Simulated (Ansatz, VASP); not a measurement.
**Two plane-wave programs on SnBr4Cl**

```
Sn Br Cl
1.0
     5.47136    0.00000    0.00000
     0.00000    5.47136    0.00000
     0.00000    0.00000    8.39489
Sn Br Cl
1 4 1
Direct
  0.00000 0.00000 0.00000
  0.50000 0.00000 0.00000
  0.00000 0.50000 0.00000
  0.00000 0.00000 0.30079
  0.00000 0.00000 0.69921
  0.50000 0.50000 0.50000
```

Change from the starting cell: species swapped into the RbAlF4 type (P4/mmm, No. 123).

Alike in both runs: functional PBE; k mesh 4 × 4 × 2; occupations gaussian, width 0.1 eV; no spin polarisation.

Ansatz relaxed the structure, and its values are those at the end. VASP's run is a single point on that final structure, the one shown.

|  | VASP | Ansatz |
| --- | --- | --- |
| version | VASP 6.6.1 | Ansatz 0.2.0 |
| potentials or method | VASP PAW PBE potentials, release 64 (Sn_d, Br, Cl), cutoff 520 eV | scalar-relativistic, plane waves, PAW |
| valence electrons in the cell | 49 | 49 |

```tsv
	VASP	Ansatz	Ansatz less VASP
gap on the k mesh at the Fermi level (eV)	none	none	-
pressure (GPa)	0.2	0.2	+0.01
```

A gap of «none» marks a metal or a gap that the smearing closes. With one functional, cell and mesh, what is left measures potentials, basis and numerics.

The k mesh is coarse, so the values compare programs but aren't converged.
